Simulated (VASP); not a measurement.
Write the native input for VASP 6.6.1 that does the following.

```yaml
Task: single point
Functional: PBE0
Potentials_or_basis: VASP PAW PBE potentials, release 64 (Sb)
Cutoff: 520 eV
k_mesh: 5 × 5 × 5
Occupations: fermi-dirac, width 0.05 eV
Spin: no spin polarisation
Dipole_correction: no
Grid_for_exact_exchange_PRECFOCK: Normal
Further_INCAR_settings: ALGO = Normal; EDIFF = 1e-06; NBANDS = 8
```

Sb:

```
Sb
1.0
    -1.85421    1.85421    1.85421
     1.85421   -1.85421    1.85421
     1.85421    1.85421   -1.85421
Sb
1
Direct
  0.00000 0.00000 0.00000
```

These files were run (other wordings do the same):

POSCAR

```
Sb
1.0
   -1.8542110042      1.8542110042      1.8542110042
    1.8542110042     -1.8542110042      1.8542110042
    1.8542110042      1.8542110042     -1.8542110042
Sb
1
Direct
    0.0000000000      0.0000000000      0.0000000000
```

INCAR.step1

```
PREC = Accurate ; ENCUT = 520
EDIFF = 1E-5 ; ISMEAR = -1
SIGMA = 0.05 ; LREAL = False
LASPH = True ; NELM = 80
ALGO = Normal ; ISIF = 2
LWAVE = True ; LCHARG = False
NBANDS = 8 ; GGA = PE
```

INCAR.step2

```
PREC = Accurate ; ENCUT = 520
EDIFF = 1E-6 ; ISMEAR = -1
SIGMA = 0.05 ; LREAL = False
LASPH = True ; NELM = 80
ALGO = Normal ; ISIF = 2
LWAVE = False ; LCHARG = False
GGA = PE ; LHFCALC = True
AEXX = 0.25 ; PRECFOCK = Normal
NBANDS = 8 ; ISTART = 1
```

KPOINTS

```
regular mesh
0
Gamma
  5 5 5
```

Potentials or basis: VASP PAW PBE potentials, release 64 (Sb).

Launch:

```bash
$ cat potpaw_PBE.64/Sb/POTCAR > POTCAR
$ cp INCAR.step1 INCAR
$ mpirun -np 1 vasp_std > vasp.out
$ cp INCAR.step2 INCAR
$ mpirun -np 1 vasp_std > vasp.out
```

It gave:

```
Pressure : -1.5 GPa
```

Caveat: the k points lie up to 0.48 Å⁻¹ apart; the PAW data sets were made with another functional, which shifts forces and pressure a little.

It took 50 s on 1 thread of Intel(R) Xeon(R) Platinum 8488C (Sapphire Rapids), on a shared host, peak memory 0.14 GiB.
